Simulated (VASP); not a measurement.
## AlNi: single point with PBEsol

Crystal: AlNi.

```xyz
2
Lattice="1.9875 -1.9874 0.0000 1.9875 1.9874 0.0000 0.0000 0.0000 2.6394" Properties=species:S:1:pos:R:3 pbc="T T T"
Al    0.0000    0.0000    0.0000
Ni    1.9875    0.0000    1.3197
```

```
Program             : VASP 6.6.1
Task                : single point
Functional          : PBEsol
Potentials or basis : VASP PAW PBE potentials, release 64 (Al, Ni)
Cutoff              : 520 eV
k mesh              : 16 × 16 × 16
Occupations         : gaussian, width 0.15 eV
Spin                : no spin polarisation
```

The pressure is 26.6 GPa.

Stress tensor (GPa, compression positive):
```
23.71  0.00  0.00
 0.00 23.72  0.00
 0.00  0.00 32.46
```

Levels at points of the mesh, in eV from the Fermi level:
```csv
k point,band 4,band 5,band 6,band 7,band 8,band 9,band 10,band 11
"(0.00, 0.00, 0.00)",-2.01,-1.78,-1.78,5.28,5.28,7.84,8.32,8.69
"(0.50, 0.00, 0.00)",-2.85,-2.43,-1.69,-0.93,8.32,9.83,11.40,12.19
"(0.50, 0.50, 0.00)",-3.59,-2.31,-2.31,-1.33,1.27,2.74,15.12,17.27
"(0.00, 0.00, 0.50)",-2.85,-2.85,-1.85,-0.37,8.44,10.09,10.09,12.14
"(0.50, 0.00, 0.50)",-2.94,-2.68,-2.59,-1.19,1.98,3.39,13.33,15.41
"(0.50, 0.50, 0.50)",-1.27,-1.10,1.81,1.81,1.98,4.62,5.01,5.33
```

It took 84 s on 1 thread of Intel(R) Xeon(R) Platinum 8488C (Sapphire Rapids), with other jobs on the host, peak memory 0.3 GiB.

Caveat: the PAW data sets were made with another functional, which shifts forces and pressure a little. Spin polarisation is off, so any magnetic state and its effect on volume and gap are missing.
